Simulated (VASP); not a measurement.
## Mg: single point with PBE

Slab: Mg, a slab with vacuum.

```
Mg
1.0
     3.19987    0.00000    0.00000
    -1.59994    2.77117    0.00000
     0.00000    0.00000   16.00000
Mg
1
Cartesian
  0.0000 0.0000 8.0000
```

* Program: VASP 6.6.1
* Task: single point
* Functional: PBE
* Potentials or basis: VASP PAW PBE potentials, release 64 (Mg)
* Cutoff: 520 eV
* k mesh: 12 × 12 × 1
* Occupations: fermi-dirac, width 0.05 eV
* Spin: no spin polarisation

| Property | Result |
| --- | --- |
| Band gap on the k mesh | zero (band 1 reaches -1.21 eV, above the bottom of band 2 at -2.78 eV) |

Levels at points of the mesh, in eV from the Fermi level:
```
           k point  band 1  band 2  band 3  band 4
(0.00, 0.00, 0.00)   -4.84   -0.43    2.17    3.26
(0.50, 0.00, 0.00)   -0.36    0.28    4.08    4.49
```

Wall time 21 s on 1 thread of Intel(R) Xeon(R) Platinum 8375C CPU @ 2.90GHz (Ice Lake), on a shared host, peak memory 0.23 GiB.
